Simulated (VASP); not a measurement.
# Cr (Im-3m) in VASP: a series of runs

Runs on Cr. Level: PBE. Tasks: single point.

Everything below comes from runs of VASP 6.6.1. Logs are shortened: lines on timing, memory, paths and dates and some standing lists are left out, and cuts for length are marked.

## 1. The cell of the first run

The structure is cubic, space group Im-3m (No. 229). The conventional cell has a = 2.969 Å, b = 2.969 Å, c = 2.969 Å, α = 90.00°, β = 90.00°, γ = 90.00°. Within 3.4 Å of Cr (site symmetry m-3m) lie 14 Cr at 2.57 to 2.97 Å.

## 2. Single point, PBE, collinear spin, ferrimagnetic start

Contents of INCAR:

```
SYSTEM = Cr
  PREC = Accurate
  ENCUT = 520
  EDIFF = 1E-6
  ISMEAR = -1
  SIGMA = 0.05
  LREAL = .False.
  LASPH = .True.
  NELM = 150
  ALGO = Normal
  ISIF = 2
  LWAVE = .False.
  LCHARG = .True.
  ISPIN = 2
  MAGMOM = -1.65 1.75
  LORBIT = 11
  NUPDOWN = 0.1
  LMAXMIX = 4
  GGA = PE
  LELF = .True.
  LVHAR = .True.
  NBANDS = 23
```

Contents of KPOINTS:

```
Automatic mesh
0
Gamma
  11 11 11
  0 0 0
```

Contents of POSCAR:

```
Cr
1.0
    2.9688993551      0.0000000000      0.0000000000
    0.0000000000      2.9688993551      0.0000000000
    0.0000000000      0.0000000000      2.9688993551
Cr
2
Direct
    0.0000000000      0.0000000000      0.0000000000
    0.5000000000      0.5000000000      0.5000000000
```

Potentials or basis: VASP PAW PBE potentials, release 64 (Cr_pv).

Started as:

```bash
> cat potpaw_PBE.64/Cr_pv/POTCAR > POTCAR
> mpirun -np 1 vasp_std > vasp.out
```

OUTCAR:

```text
SYSTEM = Cr
   PREC = Accurate
   ENCUT = 520
   EDIFF = 1E-6
   ISMEAR = -1
   LREAL = .False.
   LASPH = .True.
   NELM = 150
   ISIF = 2
   ISPIN = 2
   LORBIT = 11
   NUPDOWN = 0.1
   GGA = PE

 ion  position               nearest neighbor table
   1  0.000  0.000  0.000-   2 2.57   2 2.57   2 2.57   2 2.57   2 2.57   2 2.57   2 2.57   2 2.57

   2  0.500  0.500  0.500-   1 2.57   1 2.57   1 2.57   1 2.57   1 2.57   1 2.57   1 2.57   1 2.57

  LATTYP: Found a simple cubic cell.
 ALAT       =     2.9688993551

  Lattice vectors:

 A1 = (   2.9688993551,   0.0000000000,   0.0000000000)
 A2 = (   0.0000000000,   2.9688993551,   0.0000000000)
 A3 = (   0.0000000000,   0.0000000000,   2.9688993551)

Analysis of symmetry for initial positions (statically):
=====================================================================
 Subroutine PRICEL returns following result:

  LATTYP: Found a body centered cubic cell.
 ALAT       =     2.9688993551

  Lattice vectors:

 A1 = (   1.4844496776,   1.4844496776,  -1.4844496775)
 A2 = (  -1.4844496776,   1.4844496775,   1.4844496775)
 A3 = (   1.4844496776,  -1.4844496775,   1.4844496776)

   2 primitive cells build up your supercell.

 Routine SETGRP: Setting up the symmetry group for a
 simple cubic supercell.

 Subroutine GETGRP returns: Found 48 space group operations
 (whereof 48 operations were pure point group operations)
 out of a pool of 48 trial point group operations.

The static configuration has the point symmetry O_h .

Analysis of symmetry for dynamics (positions and initial velocities):
=====================================================================
 Subroutine PRICEL returns following result:

  LATTYP: Found a body centered cubic cell.
 ALAT       =     2.9688993551

  Lattice vectors:

 A1 = (   1.4844496776,   1.4844496776,  -1.4844496775)
 A2 = (  -1.4844496776,   1.4844496775,   1.4844496775)
 A3 = (   1.4844496776,  -1.4844496775,   1.4844496776)

   2 primitive cells build up your supercell.

 Routine SETGRP: Setting up the symmetry group for a
 simple cubic supercell.

 Subroutine GETGRP returns: Found 48 space group operations
 (whereof 48 operations were pure point group operations)
 out of a pool of 48 trial point group operations.

The dynamic configuration has the point symmetry O_h .

Analysis of structural, dynamic, and magnetic symmetry:
=====================================================================
 Subroutine PRICEL returns:
 Original cell was already a primitive cell.

 Routine SETGRP: Setting up the symmetry group for a
 simple cubic supercell.

 Subroutine GETGRP returns: Found 48 space group operations
 (whereof 48 operations were pure point group operations)
 out of a pool of 48 trial point group operations.

The overall configuration has the point symmetry O_h .

 Subroutine INISYM returns: Found 48 space group operations
 (whereof 48 operations are pure point group operations),
 and found     1 'primitive' translations

----------------------------------------------------------------------------------------

                                     Primitive cell

  volume of cell :      26.1690

  direct lattice vectors                    reciprocal lattice vectors
     2.968899355  0.000000000  0.000000000     0.336825160  0.000000000  0.000000000
     0.000000000  2.968899355  0.000000000     0.000000000  0.336825160  0.000000000
     0.000000000  0.000000000  2.968899355     0.000000000  0.000000000  0.336825160

  length of vectors
     2.968899355  2.968899355  2.968899355     0.336825160  0.336825160  0.336825160

  position of ions in fractional coordinates (direct lattice)
     0.000000000  0.000000000  0.000000000
     0.500000000  0.500000000  0.500000000

  ion indices of the primitive-cell ions
   primitive index   ion index
                 1           1
                 2           2

----------------------------------------------------------------------------------------

 KPOINTS: Automatic mesh

Automatic generation of k-mesh.
 Grid dimensions read from file:
 generate k-points for:   11   11   11

 Generating k-lattice:

  Cartesian coordinates                     Fractional coordinates (reciprocal lattice)
     0.030620469  0.000000000  0.000000000     0.090909091  0.000000000  0.000000000
     0.000000000  0.030620469  0.000000000     0.000000000  0.090909091  0.000000000
     0.000000000  0.000000000  0.030620469     0.000000000  0.000000000  0.090909091

  Length of vectors
     0.030620469  0.030620469  0.030620469

  Shift w.r.t. Gamma in fractional coordinates (k-lattice)
     0.000000000  0.000000000  0.000000000

 Subroutine IBZKPT returns following result:
 ===========================================

 Found     56 irreducible k-points:

 Following reciprocal coordinates:
            Coordinates               Weight
  0.000000  0.000000  0.000000      1.000000
  0.090909  0.000000  0.000000      6.000000
  0.181818  0.000000  0.000000      6.000000
  0.272727  0.000000  0.000000      6.000000
  0.363636  0.000000  0.000000      6.000000
  0.454545  0.000000  0.000000      6.000000
[... 16 lines left out ...]
  0.181818  0.090909  0.090909     24.000000
  0.272727  0.090909  0.090909     24.000000
 [... further k-points ...]
   k-points           NKPTS =     56   k-points in BZ     NKDIM =     56   number of bands    NBANDS=     23
   number of dos      NEDOS =    301   number of ions     NIONS =      2
   total plane-waves  NPLWV =  13824
   dimension x,y,z NGX =    24 NGY =   24 NGZ =   24
   dimension x,y,z NGXF=    48 NGYF=   48 NGZF=   48
   ions per type =               2
   NGX,Y,Z   is equivalent  to a cutoff of  13.44, 13.44, 13.44 a.u.
   NGXF,Y,Z  is equivalent  to a cutoff of  26.88, 26.88, 26.88 a.u.
 SYSTEM =  Cr
   PREC   = accura    normal or accurate (medium, high low for compatibility)
   ISTART =      0    job   : 0-new  1-cont  2-samecut
   ICHARG =      2    charge: 1-file 2-atom 10-const
   ISPIN  =      2    spin polarized calculation?
   LNONCOLLINEAR =      F non collinear calculations
   LSORBIT =      F    spin-orbit coupling
   LASPH  =      T    aspherical Exc in radial PAW
   ENCUT  =  520.0 eV  38.22 Ry    6.18 a.u.   5.52  5.52  5.52*2*pi/ulx,y,z
   NELM   =    150;   NELMIN=  2; NELMDL= -5     # of ELM steps
   EDIFF  = 0.1E-05   stopping-criterion for ELM
   LREAL  =      F    real-space projection
   EDIFFG = 0.1E-04   stopping-criterion for IOM
   NSW    =      0    number of steps for IOM
   IBRION =     -1    ionic relax: 0-MD 1-quasi-New 2-CG
   NFREE  =      0    steps in history (QN), initial steepest desc. (CG)
   ISIF   =      2    stress and relaxation
   ISYM   =      2    0-nonsym 1-usesym 2-fastsym
   POTIM  = 0.5000    time-step for ionic-motion
   TEBEG  =    0.0;   TEEND  =   0.0 temperature during run
   PSTRESS=    0.0 pullay stress
   NELECT =      24.0000    total number of electrons
   NUPDOWN=       0.1000    fix difference up-down
   EMIN   =  10.00;   EMAX   =-10.00  energy-range for DOS
   EFERMI =   0.00;   METHOD = LEGACY
   ISMEAR =    -1;   SIGMA  =   0.05  broadening in eV -4-tet -1-fermi 0-gaus
   EFERMI_NEDOS =   21; number of points for ismear=-14 and -15
   IALGO  =     38    algorithm
   IMIX   =      4    mixing-type and parameters
     AMIX     =   0.40;   BMIX     =  1.00
     AMIX_MAG =   1.60;   BMIX_MAG =  1.00
  volume/ion in A,a.u.               =      13.08        88.30
  Fermi-wavevector in a.u.,A,eV,Ry     =   1.590559  3.005721 34.421077  2.529878
  Thomas-Fermi vector in A             =   2.689235
   LORBIT       =     11    0 simple, 1 ext, 2 COOP (PROOUT), +10 PAW based schemes
   GGA     = PE    functional components
   LHFCALC =     F    Hartree Fock is set to
   AEXX    =    0.0000 exact exchange contribution
   IVDW    =     0    specifies the selected vdW correction
   LEPSILON=     F    determine dielectric tensor
   LRPA    =     F    only Hartree local field effects (RPA)
 spin polarized calculation
  energy-cutoff  :      520.00
  volume of cell :       26.17
 maximum number of plane-waves:       739
 NGX is ok and might be reduce to    24
   NGX = 11   NGY = 11   NGZ = 11

 number of electron      24.0000016 magnetization       0.1000000

 Free energy of the ion-electron system (eV)
  ---------------------------------------------------
  ext. energy  EPLUGINS =         0.00000000
  ---------------------------------------------------
  free energy    TOTEN  =       -18.93087571 eV

  energy without entropy =      -18.92619785  energy(sigma->0) =      -18.92853678

 E-fermi :   9.1860     XC(G=0): -12.9183

 val. band max:        9.4510035565   @ k =   0.4545   0.4545   0.0000
 cond. band min:       9.1949779452   @ k =   0.4545   0.0000   0.0000
 fundamental gap:     -0.2560256113
 Fermi energy:         9.5289789686

 spin component 1

 k-point     1 :       0.0000    0.0000    0.0000
  band No.  band energies     occupation
      1     -34.4491      1.00000
      2     -34.4491      1.00000
      3     -34.4491      1.00000
      4     -32.5988      1.00000
      5     -32.5988      1.00000
      6     -32.5988      1.00000
[... 15 lines left out ...]
     22      18.8669      0.00000
     23      25.1369      0.00000
[... 575 lines left out ...]
      1     -34.4978      1.00000
      2     -34.4387      1.00000
      3     -34.4369      1.00000
      4     -32.6773      1.00000
      5     -32.6164      1.00000
      6     -32.6141      1.00000
[... 15 lines left out ...]
     22      20.8713      0.00000
     23      26.4676      0.00000

 [... further k-points ...]

 spin component 2

 k-point     1 :       0.0000    0.0000    0.0000
  band No.  band energies     occupation
      1     -34.4128      1.00000
      2     -34.4128      1.00000
      3     -34.4128      1.00000
      4     -32.5608      1.00000
      5     -32.5608      1.00000
      6     -32.5608      1.00000
[... 15 lines left out ...]
     22      18.8939      0.00000
     23      25.1889      0.00000
[... 575 lines left out ...]
      1     -34.4615      1.00000
      2     -34.4024      1.00000
      3     -34.4005      1.00000
      4     -32.6393      1.00000
      5     -32.5785      1.00000
      6     -32.5761      1.00000
[... 15 lines left out ...]
     22      20.9011      0.00000
     23      26.5109      0.00000

 [... further k-points ...]
[... 5 lines left out ...]
  --------------------------------------------------------------------------------------
  -------------------------------------------------------------------------------------
  Total       -2.1823273     -2.1823273     -2.1823273     -0.0000000      0.0000000     -0.0000000
  in kB     -133.6115634   -133.6115634   -133.6115634     -0.0000000      0.0000000     -0.0000000
  external PRESSURE =    -133.6115634 kB  Pullay stress =       0.0000000 kB

 VOLUME and BASIS-vectors are now :
 -----------------------------------------------------------------------------
  energy-cutoff  :      520.00
  volume of cell :       26.17
      direct lattice vectors                 reciprocal lattice vectors
     2.968899355  0.000000000  0.000000000     0.336825160  0.000000000  0.000000000
     0.000000000  2.968899355  0.000000000     0.000000000  0.336825160  0.000000000
     0.000000000  0.000000000  2.968899355     0.000000000  0.000000000  0.336825160

 POSITION                                       TOTAL-FORCE (eV/Angst)
 -----------------------------------------------------------------------------------
      0.00000      0.00000      0.00000         0.000000      0.000000      0.000000
      1.48445      1.48445      1.48445         0.000000      0.000000      0.000000
 -----------------------------------------------------------------------------------
    total drift:                                0.000000      0.000000     -0.000000

  FREE ENERGIE OF THE ION-ELECTRON SYSTEM (eV)
  ---------------------------------------------------
  free  energy   TOTEN  =       -18.9308757120 eV

  energy  without entropy=      -18.9261978462  energy(sigma->0) =      -18.92853678

 total charge

# of ion       s       p       d       tot
------------------------------------------
    1        0.396   6.329   4.099  10.824
    2        0.396   6.330   4.096  10.822
--------------------------------------------------
tot          0.792  12.660   8.195  21.647

 magnetization (x)

# of ion       s       p       d       tot
------------------------------------------
    1       -0.023  -0.011  -1.725  -1.759
    2        0.024   0.022   1.793   1.839
--------------------------------------------------
tot          0.000   0.012   0.068   0.080
```

It took 50 s on 1 thread of Intel Xeon Platinum 8259CL at 2.50GHz (Skylake/Cascade Lake), shared host; peak memory 0.18 GiB.

Results:

* Free energy: -18.9309 eV
* Pressure: -13.4 GPa
* Net moment: 0.10 μB per cell
* Site moments: Cr -1.76, +1.84 μB
* Valence electrons inside the program's atomic spheres: Cr 10.82

Caveat: the cell stands under tension; the total moment is fixed, so each spin has its own Fermi level.

## 3. Single point, PBE, collinear spin, ferrimagnetic start

Contents of INCAR:

```
SYSTEM = Cr
  PREC = Accurate
  ENCUT = 520
  EDIFF = 1E-6
  ISMEAR = -1
  SIGMA = 0.05
  LREAL = .False.
  LASPH = .True.
  NELM = 150
  ALGO = Normal
  ISIF = 2
  LWAVE = .False.
  LCHARG = .False.
  ISPIN = 2
  MAGMOM = -1.55 1.85
  LORBIT = 11
  NUPDOWN = 0.3
  LMAXMIX = 4
  GGA = PE
  NBANDS = 23
```

Contents of KPOINTS:

```
regular mesh
0
Gamma
  11 11 11
  0 0 0
```

POSCAR is that of step 2.

Potentials or basis: VASP PAW PBE potentials, release 64 (Cr_pv).

Started as:

```bash
> cat potpaw_PBE.64/Cr_pv/POTCAR > POTCAR
> mpirun -np 1 vasp_std > vasp.out
```

It took 56 s on 1 thread of Intel Xeon Platinum 8259CL at 2.50GHz (Skylake/Cascade Lake), shared host; peak memory 0.18 GiB.

Results (log left out):

| Item | Value |
| --- | --- |
| Free energy | -18.8724 eV |
| Pressure | -14.1 GPa |
| Net moment | 0.30 μB per cell |
| Site moments | Cr -1.60, +1.84 μB |
| Valence electrons inside the program's atomic spheres | Cr 10.83, 10.82 |

Caveat: the cell stands under tension; the total moment is fixed, so each spin has its own Fermi level.
